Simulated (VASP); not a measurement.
CaSe:

```
Se Ca
1.0
     0.00000    3.01398    3.01398
     3.01398    0.00000    3.01398
     3.01398    3.01398    0.00000
Se Ca
1 1
Direct
  0.50000 0.50000 0.50000
  0.00000 0.00000 0.00000
```

Base run:

```yaml
Program: VASP 6.6.1
Functional: r2SCAN
Potentials_or_basis: VASP PAW PBE potentials, release 64 (Se, Ca_sv)
Cutoff: 520 eV
k_mesh: 8 × 8 × 8
Occupations: fermi-dirac, width 0.05 eV
Spin: no spin polarisation
```

Its results: band gap on the k mesh 2.62 eV, indirect (least direct gap 3.51 eV); pressure -2.0 GPa.

After a change of settings the same cell gave: band gap on the k mesh 2.06 eV, indirect (least direct gap 2.89 eV); pressure -3.4 GPa. Which change was it?
A. functional from r2SCAN to PBEsol
B. functional from r2SCAN to LDA; potentials or basis from VASP PAW PBE potentials, release 64 (Se, Ca_sv) to VASP PAW LDA potentials, release 64 (Se, Ca_sv)
C. functional from r2SCAN to PBE; further incar settings from ALGO = Normal; EDIFF = 1e-06; NBANDS = 15 to ALGO = Normal; EDIFF = 1e-07; NBANDS = 15

A.

r2SCAN gives the wider gap, since meta-GGAs in the generalised Kohn-Sham scheme recover part of the derivative discontinuity.

Caveats: the PAW data sets were made with another functional, which shifts forces and pressure a little.
